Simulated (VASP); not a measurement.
# MnO (Fm-3m) in VASP: a series of runs

The runs below take MnO through single point, with revPBE+D3(BJ), PBEsol+D3(BJ), RPBE+D4.

Everything below comes from runs of VASP 6.6.1. Logs are shortened: lines on timing, memory, paths and dates and some standing lists are left out, and cuts for length are marked.

### Step 1. The cell of the first run

Symmetry: Fm-3m, No. 225, cubic system. Conventional cell: a = 4.454 Å, b = 4.454 Å, c = 4.454 Å, α = 90.00°, β = 90.00°, γ = 90.00°. Within 2.9 Å of Mn (site symmetry m-3m) lie 6 O at 2.23 Å. Within 2.9 Å of O (site symmetry m-3m) lie 6 Mn at 2.23 Å.

### Step 2. Single point, revPBE+D3(BJ), collinear spin, ferromagnetic start

File INCAR:

```
SYSTEM = MnO
ALGO = Normal
EDIFF = 1E-6
ENCUT = 520
GGA = RE
ISIF = 2
ISMEAR = -1
ISPIN = 2
IVDW = 12
LASPH = .True.
LCHARG = .True.
LELF = .True.
LMAXMIX = 4
LORBIT = 11
LREAL = .False.
LVHAR = .True.
LWAVE = .False.
MAGMOM = 4 0
NBANDS = 20
NELM = 150
PREC = Accurate
SIGMA = 0.05
```

File KPOINTS:

```
k-points
0
Gamma
  10 10 10
  0 0 0
```

File POSCAR:

```
MnO
1.0
    0.0000000000      2.2272037636      2.2272037636
    2.2272037636      0.0000000000      2.2272037636
    2.2272037636      2.2272037636      0.0000000000
Mn O
1 1
Direct
    0.0000000000      0.0000000000      0.0000000000
    0.5000000000      0.5000000000      0.5000000000
```

Potentials or basis: VASP PAW PBE potentials, release 64 (Mn_pv, O).

Launch:

```console
> cat potpaw_PBE.64/Mn_pv/POTCAR potpaw_PBE.64/O/POTCAR > POTCAR
> mpirun -np 1 vasp_std > vasp.out
```

OUTCAR:

```text
SYSTEM = MnO
   EDIFF = 1E-6
   ENCUT = 520
   GGA = RE
   ISIF = 2
   ISMEAR = -1
   ISPIN = 2
   IVDW = 12
   LASPH = .True.
   LORBIT = 11
   LREAL = .False.
   NELM = 150
   PREC = Accurate
 IVDW          = 12

 ion  position               nearest neighbor table
   1  0.000  0.000  0.000-   2 2.23   2 2.23   2 2.23   2 2.23   2 2.23   2 2.23
   2  0.500  0.500  0.500-   1 2.23   1 2.23   1 2.23   1 2.23   1 2.23   1 2.23

  LATTYP: Found a face centered cubic cell.
 ALAT       =     4.4544075272

  Lattice vectors:

 A1 = (   0.0000000000,   2.2272037636,   2.2272037636)
 A2 = (   2.2272037636,   0.0000000000,   2.2272037636)
 A3 = (   2.2272037636,   2.2272037636,   0.0000000000)

Analysis of symmetry for initial positions (statically):
=====================================================================
 Subroutine PRICEL returns:
 Original cell was already a primitive cell.

 Routine SETGRP: Setting up the symmetry group for a
 face centered cubic supercell.

 Subroutine GETGRP returns: Found 48 space group operations
 (whereof 48 operations were pure point group operations)
 out of a pool of 48 trial point group operations.

The static configuration has the point symmetry O_h .

Analysis of symmetry for dynamics (positions and initial velocities):
=====================================================================
 Subroutine PRICEL returns:
 Original cell was already a primitive cell.

 Routine SETGRP: Setting up the symmetry group for a
 face centered cubic supercell.

 Subroutine GETGRP returns: Found 48 space group operations
 (whereof 48 operations were pure point group operations)
 out of a pool of 48 trial point group operations.

The dynamic configuration has the point symmetry O_h .

Analysis of structural, dynamic, and magnetic symmetry:
=====================================================================
 Subroutine PRICEL returns:
 Original cell was already a primitive cell.

 Routine SETGRP: Setting up the symmetry group for a
 face centered cubic supercell.

 Subroutine GETGRP returns: Found 48 space group operations
 (whereof 48 operations were pure point group operations)
 out of a pool of 48 trial point group operations.

The overall configuration has the point symmetry O_h .

 Subroutine INISYM returns: Found 48 space group operations
 (whereof 48 operations are pure point group operations),
 and found     1 'primitive' translations

----------------------------------------------------------------------------------------

                                     Primitive cell

  volume of cell :      22.0958

  direct lattice vectors                    reciprocal lattice vectors
     0.000000000  2.227203764  2.227203764    -0.224496747  0.224496747  0.224496747
     2.227203764  0.000000000  2.227203764     0.224496747 -0.224496747  0.224496747
     2.227203764  2.227203764  0.000000000     0.224496747  0.224496747 -0.224496747

  length of vectors
     3.149741769  3.149741769  3.149741769     0.388839772  0.388839772  0.388839772

  position of ions in fractional coordinates (direct lattice)
     0.000000000  0.000000000  0.000000000
     0.500000000  0.500000000  0.500000000

  ion indices of the primitive-cell ions
   primitive index   ion index
                 1           1
                 2           2

----------------------------------------------------------------------------------------

 KPOINTS: k-points

Automatic generation of k-mesh.
 Grid dimensions read from file:
 generate k-points for:   10   10   10

 Generating k-lattice:

  Cartesian coordinates                     Fractional coordinates (reciprocal lattice)
    -0.022449675  0.022449675  0.022449675     0.100000000  0.000000000  0.000000000
     0.022449675 -0.022449675  0.022449675     0.000000000  0.100000000  0.000000000
     0.022449675  0.022449675 -0.022449675     0.000000000  0.000000000  0.100000000

  Length of vectors
     0.038883977  0.038883977  0.038883977

  Shift w.r.t. Gamma in fractional coordinates (k-lattice)
     0.000000000  0.000000000  0.000000000

 Subroutine IBZKPT returns following result:
 ===========================================

 Found     47 irreducible k-points:

 Following reciprocal coordinates:
            Coordinates               Weight
  0.000000  0.000000  0.000000      1.000000
  0.100000  0.000000  0.000000      8.000000
  0.200000  0.000000  0.000000      8.000000
  0.300000  0.000000  0.000000      8.000000
  0.400000  0.000000  0.000000      8.000000
  0.500000  0.000000  0.000000      4.000000
[... 16 lines left out ...]
  0.300000  0.300000  0.000000      6.000000
  0.400000  0.300000  0.000000     24.000000
 [... further k-points ...]
   k-points           NKPTS =     47   k-points in BZ     NKDIM =     47   number of bands    NBANDS=     20
   number of dos      NEDOS =    301   number of ions     NIONS =      2
   total plane-waves  NPLWV =  13824
   dimension x,y,z NGX =    24 NGY =   24 NGZ =   24
   dimension x,y,z NGXF=    48 NGYF=   48 NGZF=   48
   ions per type =               1   1
   NGX,Y,Z   is equivalent  to a cutoff of  12.67, 12.67, 12.67 a.u.
   NGXF,Y,Z  is equivalent  to a cutoff of  25.33, 25.33, 25.33 a.u.
 SYSTEM =  MnO
   PREC   = accura    normal or accurate (medium, high low for compatibility)
   ISTART =      0    job   : 0-new  1-cont  2-samecut
   ICHARG =      2    charge: 1-file 2-atom 10-const
   ISPIN  =      2    spin polarized calculation?
   LNONCOLLINEAR =      F non collinear calculations
   LSORBIT =      F    spin-orbit coupling
   LASPH  =      T    aspherical Exc in radial PAW
   ENCUT  =  520.0 eV  38.22 Ry    6.18 a.u.   5.86  5.86  5.86*2*pi/ulx,y,z
   NELM   =    150;   NELMIN=  2; NELMDL= -5     # of ELM steps
   EDIFF  = 0.1E-05   stopping-criterion for ELM
   LREAL  =      F    real-space projection
   EDIFFG = 0.1E-04   stopping-criterion for IOM
   NSW    =      0    number of steps for IOM
   IBRION =     -1    ionic relax: 0-MD 1-quasi-New 2-CG
   NFREE  =      0    steps in history (QN), initial steepest desc. (CG)
   ISIF   =      2    stress and relaxation
   ISYM   =      2    0-nonsym 1-usesym 2-fastsym
   POTIM  = 0.5000    time-step for ionic-motion
   TEBEG  =    0.0;   TEEND  =   0.0 temperature during run
   PSTRESS=    0.0 pullay stress
   NELECT =      19.0000    total number of electrons
   NUPDOWN=      -1.0000    fix difference up-down
   EMIN   =  10.00;   EMAX   =-10.00  energy-range for DOS
   EFERMI =   0.00;   METHOD = LEGACY
   ISMEAR =    -1;   SIGMA  =   0.05  broadening in eV -4-tet -1-fermi 0-gaus
   EFERMI_NEDOS =   21; number of points for ismear=-14 and -15
   IALGO  =     38    algorithm
   IMIX   =      4    mixing-type and parameters
     AMIX     =   0.40;   BMIX     =  1.00
     AMIX_MAG =   1.60;   BMIX_MAG =  1.00
  volume/ion in A,a.u.               =      11.05        74.55
  Fermi-wavevector in a.u.,A,eV,Ry     =   1.556764  2.941857 32.973907  2.423514
  Thomas-Fermi vector in A             =   2.660512
   LORBIT       =     11    0 simple, 1 ext, 2 COOP (PROOUT), +10 PAW based schemes
   GGA     = RE    functional components
   LHFCALC =     F    Hartree Fock is set to
   AEXX    =    0.0000 exact exchange contribution
   IVDW    =    12    specifies the selected vdW correction
   LEPSILON=     F    determine dielectric tensor
   LRPA    =     F    only Hartree local field effects (RPA)
 spin polarized calculation
  energy-cutoff  :      520.00
  volume of cell :       22.10
 maximum number of plane-waves:       610
   NGX = 11   NGY = 11   NGZ = 11

 number of electron      18.9999990 magnetization       4.8189479

 Free energy of the ion-electron system (eV)
  ---------------------------------------------------
  ext. energy  EPLUGINS =         0.00000000
  ---------------------------------------------------
  free energy    TOTEN  =       -15.80397338 eV

  energy without entropy =      -15.79747211  energy(sigma->0) =      -15.80072275

 E-fermi :   7.5772     XC(G=0): -11.6666

 val. band max:        7.5658061096   @ k =   0.4000   0.0000   0.0000
 cond. band min:       7.7009592134   @ k =  -0.3000   0.2000   0.0000
 fundamental gap:      0.1351531037
 Fermi energy:         7.5772020362

 spin component 1

 k-point     1 :       0.0000    0.0000    0.0000
  band No.  band energies     occupation
      1     -42.8635      1.00000
      2     -42.8635      1.00000
      3     -42.8635      1.00000
      4     -12.6781      1.00000
      5       3.8908      1.00000
      6       3.8908      1.00000
[... 12 lines left out ...]
     19      27.2616      0.00000
     20      27.2617      0.00000
[... 507 lines left out ...]
 k-point    24 :       0.4000    0.3000    0.0000
  band No.  band energies     occupation
      1     -42.9085      1.00000
      2     -42.8826      1.00000
      3     -42.8808      1.00000
      4     -11.8688      1.00000
      5       0.4848      1.00000
      6       2.3623      1.00000
[... 12 lines left out ...]
     19      32.2177      0.00000
     20      34.0004      0.00000

 [... further k-points ...]

 spin component 2

 k-point     1 :       0.0000    0.0000    0.0000
  band No.  band energies     occupation
      1     -38.1215      1.00000
      2     -38.1215      1.00000
      3     -38.1215      1.00000
      4     -12.2370      1.00000
      5       4.2721      1.00000
      6       4.2721      1.00000
[... 12 lines left out ...]
     19      29.7897      0.00000
     20      29.7897      0.00000
[... 507 lines left out ...]
 k-point    24 :       0.4000    0.3000    0.0000
  band No.  band energies     occupation
      1     -38.1779      1.00000
      2     -38.1451      1.00000
      3     -38.1428      1.00000
      4     -11.4514      1.00000
      5       1.2799      1.00000
      6       3.1562      1.00000
[... 12 lines left out ...]
     19      33.2697      0.00000
     20      35.0877      0.00000

 [... further k-points ...]

------------------------ aborting loop because EDIFF is reached ----------------------------------------

 Edisp (eV)   -1.18397

 E8    (eV) :    -0.7985

  FORCE on cell =-STRESS in cart. coord.  units (eV):
  Direction    XX          YY          ZZ          XY          YZ          ZX
  --------------------------------------------------------------------------------------
  -------------------------------------------------------------------------------------
  Total       0.02740     0.02740     0.02740    -0.00000     0.00000    -0.00000
  in kB       1.98660     1.98660     1.98660    -0.00000     0.00000    -0.00000
  external pressure =        1.99 kB  Pullay stress =        0.00 kB

 VOLUME and BASIS-vectors are now :
 -----------------------------------------------------------------------------
  energy-cutoff  :      520.00
  volume of cell :       22.10
      direct lattice vectors                 reciprocal lattice vectors
     0.000000000  2.227203764  2.227203764    -0.224496747  0.224496747  0.224496747
     2.227203764  0.000000000  2.227203764     0.224496747 -0.224496747  0.224496747
     2.227203764  2.227203764  0.000000000     0.224496747  0.224496747 -0.224496747

 POSITION                                       TOTAL-FORCE (eV/Angst)
 -----------------------------------------------------------------------------------
      0.00000      0.00000      0.00000         0.000000     -0.000000     -0.000000
      2.22720      2.22720      2.22720        -0.000000      0.000000      0.000000
 -----------------------------------------------------------------------------------
    total drift:                                0.000000     -0.000000     -0.000000

  FREE ENERGIE OF THE ION-ELECTRON SYSTEM (eV)
  ---------------------------------------------------
  free  energy   TOTEN  =       -16.9879392907 eV

  energy  without entropy=      -16.9814380218  energy(sigma->0) =      -16.98468866

 total charge

# of ion       s       p       d       tot
------------------------------------------
    1        0.199   6.173   4.968  11.340
    2        1.564   3.423   0.000   4.987
--------------------------------------------------
tot          1.763   9.596   4.968  16.327

 magnetization (x)

# of ion       s       p       d       tot
------------------------------------------
    1        0.034   0.027   4.315   4.376
    2        0.029   0.170   0.000   0.200
--------------------------------------------------
tot          0.063   0.197   4.315   4.576
```

Wall time 20 s (1 thread of Intel Xeon 6975P-C (Granite Rapids), shared host); peak memory 0.17 GiB.

Results:

```
Free energy                                           : -16.9879 eV
Pressure                                              : 0.2 GPa
Net moment                                            : 4.82 μB per cell
Site moments                                          : Mn +4.38; O +0.20 μB
Valence electrons inside the program's atomic spheres : Mn 11.34; O 4.99
Dispersion energy per atom                            : -0.592 eV
```

Levels at points of the mesh, in eV from the Fermi level:
Spin up:
| k point | band 10 | band 11 | band 12 | band 13 | band 14 | band 15 |
| --- | --- | --- | --- | --- | --- | --- |
| (0.00, 0.00, 0.00) | -3.24 | -2.71 | -2.71 | -0.53 | 13.97 | 16.31 |
| (0.50, 0.00, 0.00) | -1.91 | 0.18 | 0.18 | 3.49 | 7.74 | 11.89 |
| (0.50, 0.50, 0.00) | -2.09 | -2.09 | -1.96 | 5.02 | 7.84 | 10.38 |
Spin down:
| k point | band 5 | band 6 | band 7 | band 8 | band 9 | band 10 |
| --- | --- | --- | --- | --- | --- | --- |
| (0.00, 0.00, 0.00) | -3.31 | -3.31 | -3.31 | 0.88 | 0.88 | 0.88 |
| (0.50, 0.00, 0.00) | -7.25 | -4.76 | -4.76 | 2.04 | 2.09 | 2.09 |
| (0.50, 0.50, 0.00) | -6.33 | -4.27 | -4.27 | -0.68 | 2.06 | 2.25 |

Caveat: the PAW data sets were made with another functional, which shifts forces and pressure a little; a cell with one magnetic atom can't hold antiferromagnetic order, which such compounds often take; semilocal functionals often make such compounds metallic where correlation or magnetic order opens a gap, which also shifts bond lengths; pairwise dispersion overbinds metals, which lowers pressure and volume. With open d or f shells a metallic result of revPBE can be an artefact of self-interaction; +U or a hybrid may open a gap.

### Step 3. Single point, PBEsol+D3(BJ), collinear spin, ferromagnetic start

File INCAR:

```
ALGO = Normal
EDIFF = 1E-6
ENCUT = 520
GGA = PS
ISIF = 2
ISMEAR = -1
ISPIN = 2
IVDW = 12
LASPH = True
LCHARG = True
LELF = True
LMAXMIX = 4
LORBIT = 11
LREAL = False
LVHAR = True
LWAVE = False
MAGMOM = 4 0
NBANDS = 20
NELM = 150
PREC = Accurate
SIGMA = 0.05
```

File KPOINTS:

```
k-points
0
Gamma
  10 10 10
```

File POSCAR:

```
MnO
1.0
    0.0000000000      2.2261898104      2.2261898104
    2.2261898104      0.0000000000      2.2261898104
    2.2261898104      2.2261898104      0.0000000000
Mn O
1 1
Direct
    0.0000000000      0.0000000000      0.0000000000
    0.5000000000      0.5000000000      0.5000000000
```

Potentials or basis: VASP PAW PBE potentials, release 64 (Mn_pv, O).

Launch:

```console
> cat potpaw_PBE.64/Mn_pv/POTCAR potpaw_PBE.64/O/POTCAR > POTCAR
> mpirun -np 1 vasp_std > vasp.out
```

Run time: 25 s. Hardware: 1 thread of Intel Xeon 6975P-C (Granite Rapids), shared host; peak memory 0.17 GiB.

The run converged. Its results:

```yaml
Free_energy: -17.7525 eV
Pressure: 0.2 GPa
Net_moment: 4.77 μB per cell
Site_moments: Mn +4.33; O +0.20 μB
Valence_electrons_inside_the_program's_atomic_spheres: Mn 11.35; O 4.95
Dispersion_energy_per_atom: -0.269 eV
```

Levels at points of the mesh, in eV from the Fermi level:
Spin up:
```
           k point  band 9  band 10  band 11  band 12  band 13  band 14  band 15  band 16
(0.00, 0.00, 0.00)   -3.21    -3.21    -2.68    -2.68    -0.62    13.76    16.14    16.14
(0.50, 0.00, 0.00)   -2.30    -1.87     0.22     0.22     3.33     7.63    11.69    11.69
(0.50, 0.50, 0.00)   -2.25    -2.02    -2.02    -1.90     4.88     7.69    10.25    13.48
```
Spin down:
```
           k point  band 3  band 4  band 5  band 6  band 7  band 8  band 9  band 10  band 11  band 12
(0.00, 0.00, 0.00)  -45.58  -19.71   -3.33   -3.33   -3.33    0.68    0.71     0.71     0.71     1.35
(0.50, 0.00, 0.00)  -45.59  -18.74   -7.37   -4.82   -4.82    1.91    1.95     1.95     3.63     3.63
(0.50, 0.50, 0.00)  -45.61  -18.77   -6.41   -4.31   -4.31   -0.88    1.94     2.14     2.39     2.39
```

Caveat: the PAW data sets were made with another functional, which shifts forces and pressure a little; a cell with one magnetic atom can't hold antiferromagnetic order, which such compounds often take; semilocal functionals often make such compounds metallic where correlation or magnetic order opens a gap, which also shifts bond lengths; pairwise dispersion overbinds metals, which lowers pressure and volume. With open d or f shells a metallic result of PBEsol can be an artefact of self-interaction; +U or a hybrid may open a gap.

### Step 4. Single point, RPBE+D4, collinear spin, ferromagnetic start

This run uses another cell than the first one, of 11.00 Å³/atom, 0.996 times its volume.

File INCAR:

```
SYSTEM = MnO
  PREC = Accurate
  ENCUT = 520
  EDIFF = 1E-7
  ISMEAR = -1
  SIGMA = 0.05
  LREAL = .FALSE.
  LASPH = .TRUE.
  NELM = 150
  ALGO = Normal
  ISIF = 2
  LWAVE = .FALSE.
  LCHARG = .TRUE.
  ISPIN = 2
  MAGMOM = 4 0
  LORBIT = 11
  LMAXMIX = 4
  GGA = RP
  IVDW = 13
  LELF = .TRUE.
  LVHAR = .TRUE.
  NBANDS = 20
```

File KPOINTS:

```
regular mesh
0
G
  10 10 10
  0 0 0
```

File POSCAR:

```
MnO
1.0
    0.0000000000      2.2239077028      2.2239077028
    2.2239077028      0.0000000000      2.2239077028
    2.2239077028      2.2239077028      0.0000000000
Mn O
1 1
Direct
    0.0000000000      0.0000000000      0.0000000000
    0.5000000000      0.5000000000      0.5000000000
```

Launch:

```console
> cat potpaw_PBE.64/Mn_pv/POTCAR potpaw_PBE.64/O/POTCAR > POTCAR
> mpirun -np 1 vasp_std > vasp.out
```

It took 19 s on 1 thread of Intel Xeon 6975P-C (Granite Rapids), shared host; peak memory 0.15 GiB.

It converged, with:

- Free energy: -17.0470 eV
- Pressure: -1.0 GPa
- Net moment: 4.82 μB per cell
- Site moments: Mn +4.38; O +0.20 μB
- Valence electrons inside the program's atomic spheres: Mn 11.34; O 4.99
- Dispersion energy per atom: -0.670 eV

Levels at points of the mesh, in eV from the Fermi level:
Spin up:
```csv
k point,band 10,band 11,band 12,band 13,band 14,band 15
"(0.00, 0.00, 0.00)",-3.26,-2.73,-2.73,-0.51,13.98,16.34
"(0.50, 0.00, 0.00)",-1.92,0.18,0.18,3.51,7.78,11.93
"(0.50, 0.50, 0.00)",-2.11,-2.11,-1.97,5.06,7.87,10.40
```
Spin down:
| k point | band 5 | band 6 | band 7 | band 8 | band 9 | band 10 |
| --- | --- | --- | --- | --- | --- | --- |
| (0.00, 0.00, 0.00) | -3.33 | -3.33 | -3.33 | 0.89 | 0.89 | 0.89 |
| (0.50, 0.00, 0.00) | -7.29 | -4.79 | -4.79 | 2.05 | 2.10 | 2.10 |
| (0.50, 0.50, 0.00) | -6.36 | -4.30 | -4.30 | -0.68 | 2.08 | 2.27 |

Caveat: the PAW data sets were made with another functional, which shifts forces and pressure a little; a cell with one magnetic atom can't hold antiferromagnetic order, which such compounds often take; semilocal functionals often make such compounds metallic where correlation or magnetic order opens a gap, which also shifts bond lengths; pairwise dispersion overbinds metals, which lowers pressure and volume.

### Step 5. Overview

```csv
level,cell,gap on the mesh (eV),pressure (GPa),moment (μB)
revPBE+D3(BJ),"a = 3.150 Å, angles 60.0°, 2 atoms",none,0.2,4.82
PBEsol+D3(BJ),"a = 3.148 Å, angles 60.0°, 2 atoms",none,0.2,4.77
RPBE+D4,"a = 3.145 Å, angles 60.0°, 2 atoms",none,-1.0,4.82
```

Alike in all rows: task single point; potentials or basis VASP PAW PBE potentials, release 64 (Mn_pv, O); spin collinear, ferromagnetic start; k mesh 10 × 10 × 10; cutoff (eV) 520; smearing fermi-dirac 0.05 eV.

Caveats: the PAW data sets were made with another functional, which shifts forces and pressure a little; a cell with one magnetic atom can't hold antiferromagnetic order, which such compounds often take; semilocal functionals often make such compounds metallic where correlation or magnetic order opens a gap, which also shifts bond lengths; pairwise dispersion overbinds metals, which lowers pressure and volume.

Absolute energies hang on the potentials; compare differences alone.
